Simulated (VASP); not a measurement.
A run of VASP 6.6.1 is set up as follows.

The input POSCAR:

```
Na
1.0
   -1.7161777590      1.7161777590      1.7161777590
    1.7161777590     -1.7161777590      1.7161777590
    1.7161777590      1.7161777590     -1.7161777590
Na
1
Direct
    0.0000000000      0.0000000000      0.0000000000
```

Contents of INCAR.step1:

```
SYSTEM = Na
  ALGO = Normal
  EDIFF = 1E-5
  ENCUT = 550
  GGA = PE
  GGA_COMPAT = .FALSE.
  ISMEAR = -1
  LASPH = .TRUE.
  LCHARG = .FALSE.
  LREAL = .FALSE.
  LWAVE = .TRUE.
  NBANDS = 10
  NELM = 120
  PREC = Accurate
  SIGMA = 0.1
```

File INCAR.step2:

```
SYSTEM = Na
  ALGO = Normal
  EDIFF = 1E-6
  ENCUT = 550
  GGA_COMPAT = .FALSE.
  ISIF = 2
  ISMEAR = -1
  ISTART = 1
  LASPH = .TRUE.
  LCHARG = .FALSE.
  LMIXTAU = .TRUE.
  LREAL = .FALSE.
  LWAVE = .FALSE.
  METAGGA = R2SCAN
  NBANDS = 10
  NELM = 120
  PREC = Accurate
  SIGMA = 0.1
```

File KPOINTS:

```
k-points
0
G
  18 18 18
  0 0 0
```

Potentials or basis: VASP PAW PBE potentials, release 64 (Na_pv).

Launch:

```bash
$ cat potpaw_PBE.64/Na_pv/POTCAR > POTCAR
$ cp INCAR.step1 INCAR
$ mpirun -np 1 vasp_std > vasp.out
$ cp INCAR.step2 INCAR
$ mpirun -np 1 vasp_std > vasp.out
```

Task: Estimate the band gap on the k mesh.

Result: Zero (an odd number of electrons rules out a gap without spin polarisation).

Task: Estimate the pressure.

Result: 15.0 GPa.

Caveat: the cell stands under pressure; the PAW data sets were made with another functional, which shifts forces and pressure a little.
